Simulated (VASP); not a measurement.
# W (Fm-3m) in VASP: further runs

W is run at these levels: LDA, RPBE; tasks: relaxation of cell and atoms.

Program: VASP 6.6.1. These are calculated values, not measurements. Logs are shortened: lines on timing, memory, paths and dates and some standing lists are left out, and cuts for length are marked.

**1. The cell of the first run**

It takes space group Fm-3m (No. 225, cubic). The conventional cell has a = 4.060 Å, b = 4.060 Å, c = 4.060 Å, α = 90.00°, β = 90.00°, γ = 90.00°. Within 3.8 Å of W (site symmetry m-3m) lie 12 W at 2.87 Å.

**2. Relaxation of cell and atoms, LDA**

File INCAR:

```
ALGO     = Normal         # electronic algorithm
EDIFF    = 1E-6           # SCF threshold, eV
EDIFFG   = -0.01          # ionic threshold
ENCUT    = 600            # plane-wave cutoff, eV
GGA      = CA             # functional
IBRION   = 2              # ionic algorithm
ISIF     = 3              # what is computed and relaxed
ISMEAR   = 1              # smearing method
LASPH    = True           # aspherical terms in the spheres
LCHARG   = False          # write CHGCAR
LREAL    = False          # projectors in reciprocal space
LWAVE    = False          # write WAVECAR
NELM     = 100            # most SCF steps
NSW      = 100            # ionic steps
PREC     = Accurate       # precision mode
SIGMA    = 0.05           # smearing width, eV
```

File KPOINTS:

```
k-points
0
Gamma
  13 13 13
```

File POSCAR:

```
W
1.0
    0.0000000000      2.0300000000      2.0300000000
    2.0300000000      0.0000000000      2.0300000000
    2.0300000000      2.0300000000      0.0000000000
W
1
Direct
    0.0000000000      0.0000000000      0.0000000000
```

Potentials or basis: VASP PAW LDA potentials, release 64 (W_sv).

Started as:

```bash
$ cat potpaw_LDA.64/W_sv/POTCAR > POTCAR
$ mpirun -np 1 vasp_std > vasp.out
```

OUTCAR:

```text
EDIFF = 1E-6
   EDIFFG = -0.01
   ENCUT = 600
   GGA = CA
   IBRION = 2
   ISIF = 3
   ISMEAR = 1
   LASPH = True
   LREAL = False
   NELM = 100
   NSW = 100
   PREC = Accurate

 ion  position               nearest neighbor table
   1  0.000  0.000  0.000-

  LATTYP: Found a face centered cubic cell.
 ALAT       =     4.0600000000

  Lattice vectors:

 A1 = (   0.0000000000,   2.0300000000,   2.0300000000)
 A2 = (   2.0300000000,   0.0000000000,   2.0300000000)
 A3 = (   2.0300000000,   2.0300000000,   0.0000000000)

Analysis of symmetry for initial positions (statically):
=====================================================================
 Subroutine PRICEL returns:
 Original cell was already a primitive cell.

 Routine SETGRP: Setting up the symmetry group for a
 face centered cubic supercell.

 Subroutine GETGRP returns: Found 48 space group operations
[... 9 lines left out ...]

 Routine SETGRP: Setting up the symmetry group for a
 face centered cubic supercell.

 Subroutine GETGRP returns: Found 48 space group operations
[... 11 lines left out ...]
                                     Primitive cell

  volume of cell :      16.7309

  direct lattice vectors                    reciprocal lattice vectors
     0.000000000  2.030000000  2.030000000    -0.246305419  0.246305419  0.246305419
     2.030000000  0.000000000  2.030000000     0.246305419 -0.246305419  0.246305419
     2.030000000  2.030000000  0.000000000     0.246305419  0.246305419 -0.246305419

  length of vectors
     2.870853532  2.870853532  2.870853532     0.426613499  0.426613499  0.426613499

  position of ions in fractional coordinates (direct lattice)
     0.000000000  0.000000000  0.000000000

  ion indices of the primitive-cell ions
   primitive index   ion index
                 1           1

----------------------------------------------------------------------------------------

 KPOINTS: k-points

Automatic generation of k-mesh.
 Grid dimensions read from file:
 generate k-points for:   13   13   13

 Generating k-lattice:

  Cartesian coordinates                     Fractional coordinates (reciprocal lattice)
    -0.018946571  0.018946571  0.018946571     0.076923077  0.000000000  0.000000000
     0.018946571 -0.018946571  0.018946571     0.000000000  0.076923077  0.000000000
     0.018946571  0.018946571 -0.018946571     0.000000000  0.000000000  0.076923077

  Length of vectors
     0.032816423  0.032816423  0.032816423

  Shift w.r.t. Gamma in fractional coordinates (k-lattice)
     0.000000000  0.000000000  0.000000000

 Subroutine IBZKPT returns following result:
 ===========================================

 Found     84 irreducible k-points:

 Following reciprocal coordinates:
            Coordinates               Weight
  0.000000  0.000000  0.000000      1.000000
  0.076923  0.000000  0.000000      8.000000
  0.153846  0.000000  0.000000      8.000000
  0.230769  0.000000  0.000000      8.000000
  0.307692  0.000000  0.000000      8.000000
  0.384615  0.000000  0.000000      8.000000
[... 16 lines left out ...]
  0.384615  0.153846  0.000000     24.000000
  0.461538  0.153846  0.000000     24.000000
 [... further k-points ...]
   k-points           NKPTS =     84   k-points in BZ     NKDIM =     84   number of bands    NBANDS=     11
   number of dos      NEDOS =    301   number of ions     NIONS =      1
   total plane-waves  NPLWV =  13824
   dimension x,y,z NGX =    24 NGY =   24 NGZ =   24
   dimension x,y,z NGXF=    48 NGYF=   48 NGZF=   48
   ions per type =               1
   NGX,Y,Z   is equivalent  to a cutoff of  13.90, 13.90, 13.90 a.u.
   NGXF,Y,Z  is equivalent  to a cutoff of  27.80, 27.80, 27.80 a.u.
 SYSTEM =  unknown system
   PREC   = accura    normal or accurate (medium, high low for compatibility)
   ISTART =      0    job   : 0-new  1-cont  2-samecut
   ICHARG =      2    charge: 1-file 2-atom 10-const
   ISPIN  =      1    spin polarized calculation?
   LNONCOLLINEAR =      F non collinear calculations
   LSORBIT =      F    spin-orbit coupling
   LASPH  =      T    aspherical Exc in radial PAW
   ENCUT  =  600.0 eV  44.10 Ry    6.64 a.u.   5.73  5.73  5.73*2*pi/ulx,y,z
   NELM   =    100;   NELMIN=  2; NELMDL= -5     # of ELM steps
   EDIFF  = 0.1E-05   stopping-criterion for ELM
   LREAL  =      F    real-space projection
   EDIFFG = -.1E-01   stopping-criterion for IOM
   NSW    =    100    number of steps for IOM
   IBRION =      2    ionic relax: 0-MD 1-quasi-New 2-CG
   NFREE  =      1    steps in history (QN), initial steepest desc. (CG)
   ISIF   =      3    stress and relaxation
   ISYM   =      2    0-nonsym 1-usesym 2-fastsym
   POTIM  = 0.5000    time-step for ionic-motion
   TEBEG  =    0.0;   TEEND  =   0.0 temperature during run
   PSTRESS=    0.0 pullay stress
   NELECT =      14.0000    total number of electrons
   NUPDOWN=      -1.0000    fix difference up-down
   EMIN   =  10.00;   EMAX   =-10.00  energy-range for DOS
   EFERMI =   0.00;   METHOD = LEGACY
   ISMEAR =     1;   SIGMA  =   0.05  broadening in eV -4-tet -1-fermi 0-gaus
   EFERMI_NEDOS =   21; number of points for ismear=-14 and -15
   IALGO  =     38    algorithm
   IMIX   =      4    mixing-type and parameters
     AMIX     =   0.40;   BMIX     =  1.00
     AMIX_MAG =   1.60;   BMIX_MAG =  1.00
  volume/ion in A,a.u.               =      16.73       112.91
  Fermi-wavevector in a.u.,A,eV,Ry     =   1.542688  2.915258 32.380324  2.379887
  Thomas-Fermi vector in A             =   2.648457
   LORBIT       =      0    0 simple, 1 ext, 2 COOP (PROOUT), +10 PAW based schemes
   GGA     = CA    functional components
   LHFCALC =     F    Hartree Fock is set to
   AEXX    =    0.0000 exact exchange contribution
   IVDW    =     0    specifies the selected vdW correction
   LEPSILON=     F    determine dielectric tensor
   LRPA    =     F    only Hartree local field effects (RPA)
 conjugate gradient relaxation of ions
 non-spin polarized calculation
 Methfessel and Paxton  Order N= 1 SIGMA  =   0.05
  energy-cutoff  :      600.00
  volume of cell :       16.73
 maximum number of plane-waves:       571
   NGX = 11   NGY = 11   NGZ = 11

--------------------------------------- Ionic step        1  -------------------------------------------

 number of electron      14.0000002 magnetization

 Free energy of the ion-electron system (eV)
  ---------------------------------------------------
  ext. energy  EPLUGINS =         0.00000000
  ---------------------------------------------------
  free energy    TOTEN  =       -13.55069305 eV

  energy without entropy =      -13.55014234  energy(sigma->0) =      -13.55050948

------------------------ aborting loop because EDIFF is reached ----------------------------------------

  FORCE on cell =-STRESS in cart. coord.  units (eV):
  Direction    XX          YY          ZZ          XY          YZ          ZX
  --------------------------------------------------------------------------------------
  -------------------------------------------------------------------------------------
  Total       -1.7093003     -1.7093003     -1.7093003      0.0000000      0.0000000      0.0000000
  in kB     -163.6857372   -163.6857372   -163.6857372      0.0000000      0.0000000      0.0000000
  external PRESSURE =    -163.6857372 kB  Pullay stress =       0.0000000 kB
[... 195 lines left out ...]
  energy  without entropy=      -13.6013843821  energy(sigma->0) =      -13.60167987

--------------------------------------- Ionic step        7  -------------------------------------------

 number of electron      13.9999999 magnetization

 Free energy of the ion-electron system (eV)
  ---------------------------------------------------
  ext. energy  EPLUGINS =         0.00000000
  ---------------------------------------------------
  free energy    TOTEN  =       -13.60183753 eV

  energy without entropy =      -13.60140027  energy(sigma->0) =      -13.60169178

 E-fermi :  10.8802     XC(G=0): -13.8454

 val. band max:       10.8776439294   @ k =   0.4615   0.1538   0.0769
 cond. band min:      10.8836265971   @ k =   0.2308   0.1538   0.0769
 fundamental gap:      0.0059826677
 Fermi energy:        10.8802291441

 k-point     1 :       0.0000    0.0000    0.0000
  band No.  band energies     occupation
      1     -62.2439      2.00000
      2     -26.0657      2.00000
      3     -26.0657      2.00000
      4     -26.0657      2.00000
      5       1.8070      2.00000
      6      10.2736      2.00000
      7      10.2736      2.00000
      8      10.2736      2.00000
      9      13.5436      0.00000
     10      13.5436      0.00000
     11      23.8292      0.00000
[... 309 lines left out ...]
 k-point    24 :       0.4615    0.1538    0.0000
  band No.  band energies     occupation
      1     -62.1094      2.00000
      2     -27.2328      2.00000
      3     -26.3939      2.00000
      4     -26.3135      2.00000
      5       5.9217      2.00000
      6       8.9365      2.00000
      7      10.0586      2.00000
      8      11.0554     -0.00001
      9      16.2982      0.00000
     10      16.5584      0.00000
     11      22.1713      0.00000

 [... further k-points ...]
[... 5 lines left out ...]
  --------------------------------------------------------------------------------------
  -------------------------------------------------------------------------------------
  Total       -0.0022898     -0.0022898     -0.0022898     -0.0000000     -0.0000000     -0.0000000
  in kB       -0.2325473     -0.2325473     -0.2325473     -0.0000000     -0.0000000     -0.0000000
  external PRESSURE =      -0.2325473 kB  Pullay stress =       0.0000000 kB
[... 16 lines left out ...]
  FREE ENERGIE OF THE ION-ELECTRON SYSTEM (eV)
  ---------------------------------------------------
  free  energy   TOTEN  =       -13.6018375346 eV

  energy  without entropy=      -13.6014002655  energy(sigma->0) =      -13.60169178

 reached required accuracy - stopping structural energy minimisation
```

Run time: 20 s. Hardware: 1 thread of Intel Xeon Platinum 8559C (Emerald Rapids), shared host; peak memory 0.15 GiB.

What came out:

```yaml
Free_energy: -13.6018 eV
Relaxed_volume: 15.78 Å³/atom
Relaxed_cell: a = 2.815 Å, b = 2.815 Å, c = 2.815 Å, α = 60.00°, β = 60.00°, γ = 60.00°
Space_group_after_relaxing_to_0.05_Å: Fm-3m (No. 225)
Energy_gained_by_relaxing: 51.1 meV/atom
Ionic_steps: 7
Pressure_after_relaxing: 0.0 GPa
Band_gap_on_the_k_mesh: zero (band 7 reaches 14.04 eV, above the bottom of band 8 at 10.27 eV)
```

The path:
| step | energy change (eV) | largest force (eV/Å) | pressure (GPa) | volume (Å³) |
| --- | --- | --- | --- | --- |
| 1 | 0.0000 | 0.0000 | -16.37 | 16.73 |
| 2 | 0.6176 | 0.0000 | 89.61 | 12.92 |
| 3 | -0.0510 | 0.0000 | -1.03 | 15.83 |
| 4 | -0.0511 | 0.0000 | -0.22 | 15.79 |
| 5 | -0.0511 | 0.0000 | 0.11 | 15.77 |
| 6 | -0.0511 | 0.0000 | -0.19 | 15.79 |
| 7 | -0.0511 | 0.0000 | -0.02 | 15.78 |

Final structure:
```
CELL_PARAMETERS angstrom
0.00000 1.99061 1.99061
1.99061 0.00000 1.99061
1.99061 1.99061 0.00000
ATOMIC_POSITIONS crystal
W 0.00000 0.00000 0.00000
```

Levels at points of the mesh, in eV from the Fermi level:
| k point | band 5 | band 6 | band 7 | band 8 | band 9 | band 10 |
| --- | --- | --- | --- | --- | --- | --- |
| (0.00, 0.00, 0.00) | -9.07 | -0.61 | -0.61 | -0.61 | 2.66 | 2.66 |

Caveat: spin-orbit coupling is left out, which moves the levels of the heavy elements. LDA usually gives volumes a few per cent too small.

(Continued in part 2 of 2.)
